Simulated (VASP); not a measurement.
# CS2 (Cmce) in VASP: further runs, part 2 of 3

VASP 6.6.1. Earlier steps stand in the parts before.

## (4) Single point, PBEsol (33.70 Å³/atom)

This run uses another cell than the first one, of 33.70 Å³/atom.

File INCAR:

```
PREC = Accurate
ENCUT = 520
EDIFF = 1E-6
ISMEAR = -1
SIGMA = 0.05
LREAL = F
LASPH = T
NELM = 60
ALGO = Normal
ISIF = 2
LWAVE = F
LCHARG = F
GGA = PS
NBANDS = 25
```

File KPOINTS:

```
Automatic mesh
0
Gamma
  6 6 3
```

File POSCAR:

```
CS2
1.0
    3.5713632801     -2.9331883995      0.0000000000
    3.5713632801      2.9331883995      0.0000000000
    0.0000000000      0.0000000000      9.6501545106
S C
4 2
Direct
    0.1815210000      0.8184790000      0.8868670000
    0.3184790000      0.6815210000      0.3868670000
    0.6815210000      0.3184790000      0.6131330000
    0.8184790000      0.1815210000      0.1131330000
    0.5000000000      0.5000000000      0.5000000000
    0.0000000000      0.0000000000      0.0000000000
```

Potentials or basis: VASP PAW PBE potentials, release 64 (S, C).

Command:

```sh
cat potpaw_PBE.64/S/POTCAR potpaw_PBE.64/C/POTCAR > POTCAR
mpirun -np 1 vasp_std > vasp.out
```

OUTCAR:

```text
PREC = Accurate
   ENCUT = 520
   EDIFF = 1E-6
   ISMEAR = -1
   LREAL = F
   LASPH = T
   NELM = 60
   ISIF = 2
   GGA = PS

 ion  position               nearest neighbor table
   1  0.182  0.818  0.887-   6 1.53
   2  0.318  0.682  0.387-   5 1.53
   3  0.682  0.318  0.613-   5 1.53
   4  0.818  0.182  0.113-   6 1.53
   5  0.500  0.500  0.500-   2 1.53   3 1.53
   6  0.000  0.000  0.000-   1 1.53   4 1.53

  LATTYP: Found a base centered orthorhombic cell.
 ALAT       =     5.8663767990
 B/A-ratio  =     1.2175703684
 C/A-ratio  =     1.6449939786

  Lattice vectors:

 A1 = (  -3.5713632801,  -2.9331883995,   0.0000000000)
 A2 = (   3.5713632801,  -2.9331883995,   0.0000000000)
 A3 = (   0.0000000000,   0.0000000000,   9.6501545106)

Analysis of symmetry for initial positions (statically):
=====================================================================
 Subroutine PRICEL returns:
 Original cell was already a primitive cell.

 Routine SETGRP: Setting up the symmetry group for a
 base centered orthorhombic supercell.

 Subroutine GETGRP returns: Found  8 space group operations
 (whereof  4 operations were pure point group operations)
 out of a pool of  8 trial point group operations.

The static configuration has the point symmetry C_2h.
 The point group associated with its full space group is D_2h.

Analysis of symmetry for dynamics (positions and initial velocities):
=====================================================================
 Subroutine PRICEL returns:
 Original cell was already a primitive cell.

 Routine SETGRP: Setting up the symmetry group for a
 base centered orthorhombic supercell.

 Subroutine GETGRP returns: Found  8 space group operations
 (whereof  4 operations were pure point group operations)
 out of a pool of  8 trial point group operations.

The dynamic configuration has the point symmetry C_2h.
 The point group associated with its full space group is D_2h.

 Subroutine INISYM returns: Found  8 space group operations
 (whereof  4 operations are pure point group operations),
 and found     1 'primitive' translations

----------------------------------------------------------------------------------------

                                     Primitive cell

  volume of cell :     202.1800

  direct lattice vectors                    reciprocal lattice vectors
     3.571363280 -2.933188400  0.000000000     0.140002559 -0.170462968  0.000000000
     3.571363280  2.933188400  0.000000000     0.140002559  0.170462968  0.000000000
     0.000000000  0.000000000  9.650154511     0.000000000  0.000000000  0.103625284

  length of vectors
     4.621496496  4.621496496  9.650154511     0.220586355  0.220586355  0.103625284

  position of ions in fractional coordinates (direct lattice)
     0.181521000  0.818479000  0.886867000
     0.318479000  0.681521000  0.386867000
     0.681521000  0.318479000  0.613133000
     0.818479000  0.181521000  0.113133000
     0.500000000  0.500000000  0.500000000
     0.000000000  0.000000000  0.000000000

[... 31 lines left out ...]
 ===========================================

 Found     26 irreducible k-points:

 Following reciprocal coordinates:
            Coordinates               Weight
  0.000000  0.000000  0.000000      1.000000
  0.166667 -0.000000  0.000000      4.000000
  0.333333 -0.000000  0.000000      4.000000
  0.500000  0.000000  0.000000      2.000000
  0.166667  0.166667  0.000000      2.000000
  0.333333  0.166667  0.000000      4.000000
[... 16 lines left out ...]
  0.333333  0.333333  0.333333      4.000000
  0.500000  0.333333  0.333333      8.000000
 [... further k-points ...]
   k-points           NKPTS =     26   k-points in BZ     NKDIM =     26   number of bands    NBANDS=     25
   number of dos      NEDOS =    301   number of ions     NIONS =      6
   total plane-waves  NPLWV =  93312
   dimension x,y,z NGX =    36 NGY =   36 NGZ =   72
   dimension x,y,z NGXF=    72 NGYF=   72 NGZF=  144
   ions per type =               4   2
   NGX,Y,Z   is equivalent  to a cutoff of  12.95, 12.95, 12.40 a.u.
   NGXF,Y,Z  is equivalent  to a cutoff of  25.90, 25.90, 24.81 a.u.
 SYSTEM =  unknown system
   PREC   = accura    normal or accurate (medium, high low for compatibility)
   ISTART =      0    job   : 0-new  1-cont  2-samecut
   ICHARG =      2    charge: 1-file 2-atom 10-const
   ISPIN  =      1    spin polarized calculation?
   LNONCOLLINEAR =      F non collinear calculations
   LSORBIT =      F    spin-orbit coupling
   LASPH  =      T    aspherical Exc in radial PAW
   ENCUT  =  520.0 eV  38.22 Ry    6.18 a.u.   8.59  8.59 17.94*2*pi/ulx,y,z
   NELM   =     60;   NELMIN=  2; NELMDL= -5     # of ELM steps
   EDIFF  = 0.1E-05   stopping-criterion for ELM
   LREAL  =      F    real-space projection
   EDIFFG = 0.1E-04   stopping-criterion for IOM
   NSW    =      0    number of steps for IOM
   IBRION =     -1    ionic relax: 0-MD 1-quasi-New 2-CG
   NFREE  =      0    steps in history (QN), initial steepest desc. (CG)
   ISIF   =      2    stress and relaxation
   ISYM   =      2    0-nonsym 1-usesym 2-fastsym
   POTIM  = 0.5000    time-step for ionic-motion
   TEBEG  =    0.0;   TEEND  =   0.0 temperature during run
   PSTRESS=    0.0 pullay stress
   NELECT =      32.0000    total number of electrons
   NUPDOWN=      -1.0000    fix difference up-down
   EMIN   =  10.00;   EMAX   =-10.00  energy-range for DOS
   EFERMI =   0.00;   METHOD = LEGACY
   ISMEAR =    -1;   SIGMA  =   0.05  broadening in eV -4-tet -1-fermi 0-gaus
   EFERMI_NEDOS =   21; number of points for ismear=-14 and -15
   IALGO  =     38    algorithm
   IMIX   =      4    mixing-type and parameters
     AMIX     =   0.40;   BMIX     =  1.00
     AMIX_MAG =   1.60;   BMIX_MAG =  1.00
  volume/ion in A,a.u.               =      33.70       227.40
  Fermi-wavevector in a.u.,A,eV,Ry     =   0.885548  1.673443 10.669623  0.784195
  Thomas-Fermi vector in A             =   2.006596
   LORBIT       =      0    0 simple, 1 ext, 2 COOP (PROOUT), +10 PAW based schemes
   GGA     = PS    functional components
   LHFCALC =     F    Hartree Fock is set to
   AEXX    =    0.0000 exact exchange contribution
   IVDW    =     0    specifies the selected vdW correction
   LEPSILON=     F    determine dielectric tensor
   LRPA    =     F    only Hartree local field effects (RPA)
 non-spin polarized calculation
  energy-cutoff  :      520.00
  volume of cell :      202.18
 maximum number of plane-waves:      5474
 NGX is ok and might be reduce to    36
   NGX = 17   NGY = 17   NGZ = 35

 number of electron      32.0000001 magnetization

 Free energy of the ion-electron system (eV)
  ---------------------------------------------------
  ext. energy  EPLUGINS =         0.00000000
  ---------------------------------------------------
  free energy    TOTEN  =       -34.51594126 eV

  energy without entropy =      -34.51594126  energy(sigma->0) =      -34.51594126

 E-fermi :  -0.7382     XC(G=0):  -6.5092

 val. band max:       -1.8629983905   @ k =   0.5000   0.5000   0.0000
 cond. band min:       1.6060982245   @ k =   0.5000   0.5000   0.0000
 fundamental gap:      3.4690966150
 Fermi energy:        -0.7381676930

 k-point     1 :       0.0000    0.0000    0.0000
  band No.  band energies     occupation
      1     -16.9826      2.00000
      2     -16.9371      2.00000
      3     -14.7231      2.00000
      4     -14.6443      2.00000
      5      -8.1046      2.00000
      6      -7.8043      2.00000
[... 661 lines left out ...]
     24       6.1790      0.00000
     25       6.4968      0.00000

 [... further k-points ...]

------------------------ aborting loop because EDIFF is reached ----------------------------------------

  FORCE on cell =-STRESS in cart. coord.  units (eV):
  Direction    XX          YY          ZZ          XY          YZ          ZX
  --------------------------------------------------------------------------------------
  -------------------------------------------------------------------------------------
  Total       -0.2950471      4.6075256      4.8544144      0.0000000      0.0000000      0.0000000
  in kB       -2.3381029     36.5123753     38.4688482      0.0000000      0.0000000      0.0000000
  external PRESSURE =      24.2143735 kB  Pullay stress =       0.0000000 kB

 VOLUME and BASIS-vectors are now :
 -----------------------------------------------------------------------------
  energy-cutoff  :      520.00
  volume of cell :      202.18
      direct lattice vectors                 reciprocal lattice vectors
     3.571363280 -2.933188400  0.000000000     0.140002559 -0.170462968  0.000000000
     3.571363280  2.933188400  0.000000000     0.140002559  0.170462968  0.000000000
     0.000000000  0.000000000  9.650154511     0.000000000  0.000000000  0.103625284

 POSITION                                       TOTAL-FORCE (eV/Angst)
 -----------------------------------------------------------------------------------
      3.57136      1.86832      8.55840        -0.000000     -1.145700     -1.171912
      3.57136      1.06487      3.73333        -0.000000      1.145700     -1.171912
      3.57136     -1.06487      5.91683        -0.000000     -1.145700      1.171912
      3.57136     -1.86832      1.09175        -0.000000      1.145700      1.171912
      3.57136      0.00000      4.82508        -0.000000     -0.000000      0.000000
      0.00000      0.00000      0.00000         0.000000     -0.000000      0.000000
 -----------------------------------------------------------------------------------
    total drift:                                0.000000     -0.000000     -0.000000

  FREE ENERGIE OF THE ION-ELECTRON SYSTEM (eV)
  ---------------------------------------------------
  free  energy   TOTEN  =       -34.5159412586 eV

  energy  without entropy=      -34.5159412586  energy(sigma->0) =      -34.51594126
```

OSZICAR:

```text
N       E                     dE             d eps       ncg     rms          rms(c)
DAV:   1     0.184681775199E+03    0.18468E+03   -0.12272E+04  1300   0.103E+03
DAV:   2    -0.172341390474E+02   -0.20192E+03   -0.19294E+03  1811   0.193E+02
DAV:   3    -0.368266400220E+02   -0.19593E+02   -0.19405E+02  1593   0.659E+01
DAV:   4    -0.372360771900E+02   -0.40944E+00   -0.40844E+00  1687   0.118E+01
DAV:   5    -0.372475902245E+02   -0.11513E-01   -0.11509E-01  1695   0.189E+00    0.312E+01
DAV:   6    -0.347027618400E+02    0.25448E+01   -0.55924E+00  1349   0.144E+01    0.137E+01
DAV:   7    -0.345219872313E+02    0.18077E+00   -0.15828E+00  1759   0.681E+00    0.726E+00
DAV:   8    -0.345294567337E+02   -0.74695E-02   -0.17068E-01  1662   0.196E+00    0.102E+00
DAV:   9    -0.345168385065E+02    0.12618E-01   -0.35926E-02  1598   0.937E-01    0.748E-01
DAV:  10    -0.345160501315E+02    0.78838E-03   -0.50828E-03  1622   0.380E-01    0.306E-01
DAV:  11    -0.345158824584E+02    0.16767E-03   -0.63730E-04  1703   0.135E-01    0.257E-01
DAV:  12    -0.345159343326E+02   -0.51874E-04   -0.30572E-04  1548   0.989E-02    0.292E-02
DAV:  13    -0.345159413610E+02   -0.70284E-05   -0.24202E-05  1752   0.283E-02    0.278E-02
DAV:  14    -0.345159412586E+02    0.10233E-06   -0.17118E-06  1214   0.733E-03
   1 F= -.34515941E+02 E0= -.34515941E+02  d E =-.375717E-10
```

Wall time 3.2 min (1 thread of Intel Xeon 8259CL, shared host); peak memory 0.31 GiB.

Results:

| Quantity | Value |
| --- | --- |
| Free energy | -34.5159 eV |
| Pressure | 2.4 GPa |
| Largest force | 1.639 eV/Å |
| Band gap on the k mesh | 3.47 eV |

Forces in eV/Å, atoms in the order of the input:
```
S    0.000 -1.146 -1.172
S    0.000  1.146 -1.172
S    0.000 -1.146  1.172
S    0.000  1.146  1.172
C    0.000  0.000  0.000
C    0.000  0.000  0.000
```

Stress tensor (GPa, compression positive):
```
-0.23  0.00  0.00
 0.00  3.65  0.00
 0.00  0.00  3.85
```

Caveat: this functional lacks dispersion, which holds the molecules together, so the pressure and a relaxed volume are unreliable; the PAW data sets were made with another functional, which shifts forces and pressure a little. A k mesh can miss the band edges.

[end of part 2 of 3]
